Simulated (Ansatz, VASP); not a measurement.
Two plane-wave programs on LaYN2

Contents of INCAR:

```
SYSTEM = LaYN2
PREC = Accurate
ENCUT = 600
EDIFF = 1E-7
ISMEAR = 0
SIGMA = 0.1
LREAL = .FALSE.
LASPH = .TRUE.
NELM = 80
ALGO = Normal
ISIF = 3
LWAVE = .FALSE.
LCHARG = .FALSE.
GGA = PE
IBRION = 2
NSW = 90
EDIFFG = -0.04
```

The input KPOINTS:

```
regular mesh
0
G
  4 4 2
  0 0 0
```

File POSCAR:

```
LaYN2
1.0
    3.8428161700      0.0000000000      0.0000000000
    0.0000000000      3.8428161700      0.0000000000
    0.0000000000      0.0000000000      8.2556602300
La Y N
2 2 4
Direct
    0.5000000000      0.0000000000      0.6543309100
    0.0000000000      0.5000000000      0.3456690900
    0.5000000000      0.5000000000      0.0000000000
    0.0000000000      0.0000000000      0.0000000000
    0.0000000000      0.5000000000      0.8501318700
    0.5000000000      0.0000000000      0.3467038900
    0.5000000000      0.0000000000      0.1498681300
    0.0000000000      0.5000000000      0.6532961100
```

Input for Ansatz:

```yaml
crystal:
  lattice:
    - [3.84281617, 0.0, 0.0]
    - [0.0, 3.84281617, 0.0]
    - [0.0, 0.0, 8.25566023]
  atoms:
    - { symbol: La, position: [0.5, 0.0, 0.65433091] }
    - { symbol: La, position: [0.0, 0.5, 0.34566909] }
    - { symbol: "Y", position: [0.5, 0.5, 0.0] }
    - { symbol: "Y", position: [0.0, 0.0, 0.0] }
    - { symbol: "N", position: [0.0, 0.5, 0.85013187] }
    - { symbol: "N", position: [0.5, 0.0, 0.34670389] }
    - { symbol: "N", position: [0.5, 0.0, 0.14986813] }
    - { symbol: "N", position: [0.0, 0.5, 0.65329611] }
basis:
  ecutwfc: 420
kpoints:
  mp_grid: { grid: [4, 4, 2] }
hamiltonian:
  xc: pbe
scf:
  occupations: { method: gaussian, width: 0.1 }
  lower_state_search: "off"
output:
  forces: true
  stress: true
  eigenvalues: true
relax:
  adjacent_minimum: "off"
  f_tol: 0.04
  max_steps: 70
  cell: { stress_tol: 0.4 }
```

Change from the starting cell: species swapped into the ScCoC2 type (P4/nmm, No. 129).

Alike in both runs: task relaxation of cell and atoms; functional PBE; k mesh 4 × 4 × 2; occupations gaussian, width 0.1 eV; no spin polarisation.

|  | VASP | Ansatz |
| --- | --- | --- |
| version | VASP 6.6.1 | Ansatz 0.2.0 |
| potentials or method | VASP PAW PBE potentials, release 64 (La, Y_sv, N), cutoff 600 eV | scalar-relativistic, plane waves, PAW |
| valence electrons in the cell | 64 | 64 |

```csv
,VASP,Ansatz,Ansatz less VASP
"gap on the k mesh at the Fermi level, each at its own relaxed structure (eV)",none,none,-
relaxed volume (Å³/atom),16.57,16.56,-0.005
relaxed cell length with the largest relative difference (Å),8.646,8.639,-0.0065
```

A gap of «none» marks a metal or a gap that the smearing closes.

The k mesh is coarse, so the values compare programs but aren't converged. Neither program's run includes spin-orbit coupling.
